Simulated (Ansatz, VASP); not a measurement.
One calculation of AlH5, two programs

```
CELL_PARAMETERS angstrom
0.00000 2.47001 2.47001
2.47001 0.00000 2.47001
2.47001 2.47001 0.00000
ATOMIC_POSITIONS crystal
Al 0.00000 0.00000 0.00000
H 0.25000 0.25000 0.25000
H 0.14188 0.61937 0.61937
H 0.61937 0.61937 0.61937
H 0.61937 0.61937 0.14188
H 0.61937 0.14188 0.61937
```

Change from the starting cell: species swapped into the ZrNi5 type (F-43m, No. 216).

Alike in both runs: functional PBE; k mesh 6 × 6 × 6; occupations gaussian, width 0.1 eV; no spin polarisation.

Ansatz relaxed the structure, and its values are those at the end. VASP's run is a single point on that final structure, the one shown.

|  | VASP | Ansatz |
| --- | --- | --- |
| version | VASP 6.6.1 | Ansatz 0.2.0 |
| potentials or method | VASP PAW PBE potentials, release 64 (Al, H), cutoff 520 eV | scalar-relativistic, plane waves, PAW |
| valence electrons in the cell | 8 | 8 |

|  | VASP | Ansatz | Ansatz less VASP |
| --- | --- | --- | --- |
| gap on the k mesh at the Fermi level (eV) | none | none | - |
| pressure (GPa) | -0.5 | -0.2 | +0.26 |
| rms of the force components (eV/Å) | 0.002 | 0.004 | +0.0020 |

A gap of «none» marks a metal or a gap that the smearing closes. With one functional, cell and mesh, what is left measures potentials, basis and numerics.

The k mesh is coarse, so the values compare programs but aren't converged.
